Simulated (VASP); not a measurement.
**Zn4S: relaxation of cell and atoms with PBE**

Zn4S:

```
Zn S
1.0
    -2.87179    2.87179    2.87179
     2.87179   -2.87179    2.87179
     2.87179    2.87179   -2.87179
Zn S
4 1
Direct
  0.50000 0.50000 0.50000
  0.00000 0.00000 0.50000
  0.00000 0.50000 0.00000
  0.50000 0.00000 0.00000
  0.00000 0.00000 0.00000
```

The cell was generated, and may not be a known phase.

```json
{"Program": "VASP 6.6.1", "Task": "relaxation of cell and atoms", "Functional": "PBE", "Potentials or basis": "VASP PAW PBE potentials, release 64 (Zn, S)", "Cutoff": "600 eV", "k mesh": "4 × 4 × 4", "Occupations": "gaussian, width 0.1 eV", "Spin": "no spin polarisation", "Dipole correction": "no", "Further INCAR settings": "ALGO = Normal; EDIFF = 1e-06; IBRION = 2; EDIFFG = -0.04; NSW = 90; ISIF = 3"}
```

```json
{
 "Relaxed volume": "19.38 Å³/atom",
 "Relaxed cell": "a = 5.012 Å, b = 5.012 Å, c = 5.012 Å, α = 109.47°, β = 109.47°, γ = 109.47°",
 "Space group after relaxing (to 0.1 Å)": "Im-3m (No. 229)",
 "Energy gained by relaxing": "2.1 meV/atom",
 "Ionic steps": "2",
 "Pressure after relaxing": "0.2 GPa",
 "Band gap on the k mesh": "zero (bands 27 and 28 overlap by 2.41 eV)"
}
```

Step by step:
| step | energy change (eV) | largest force (eV/Å) | pressure (GPa) | volume (Å³) |
| --- | --- | --- | --- | --- |
| 1 | 0.0000 | 0.0000 | 1.33 | 94.74 |
| 2 | -0.0106 | 0.0000 | 0.21 | 96.90 |

Final structure:
```
CELL_PARAMETERS angstrom
-2.89351 2.89351 2.89351
2.89351 -2.89351 2.89351
2.89351 2.89351 -2.89351
ATOMIC_POSITIONS crystal
Zn 0.50000 0.50000 0.50000
Zn 0.00000 0.00000 0.50000
Zn 0.00000 0.50000 0.00000
Zn 0.50000 0.00000 0.00000
S 0.00000 0.00000 0.00000
```

Levels at points of the mesh, in eV from the Fermi level:
| k point | band 25 | band 26 | band 27 | band 28 | band 29 | band 30 |
| --- | --- | --- | --- | --- | --- | --- |
| (0.00, 0.00, 0.00) | -4.06 | 0.43 | 0.43 | 0.43 | 1.68 | 1.68 |
| (0.50, 0.00, 0.00) | -2.95 | -1.38 | 0.92 | 2.11 | 2.23 | 3.50 |
| (0.50, 0.50, 0.50) | -1.73 | -1.73 | 2.09 | 2.09 | 2.09 | 3.37 |

Wall time 110 s on 1 thread of Intel Xeon 8259CL, on a shared host, peak memory 0.25 GiB.

Caveat: the k points lie up to 0.38 Å⁻¹ apart in the final cell, too coarse for converged energies and pressures of a metal.
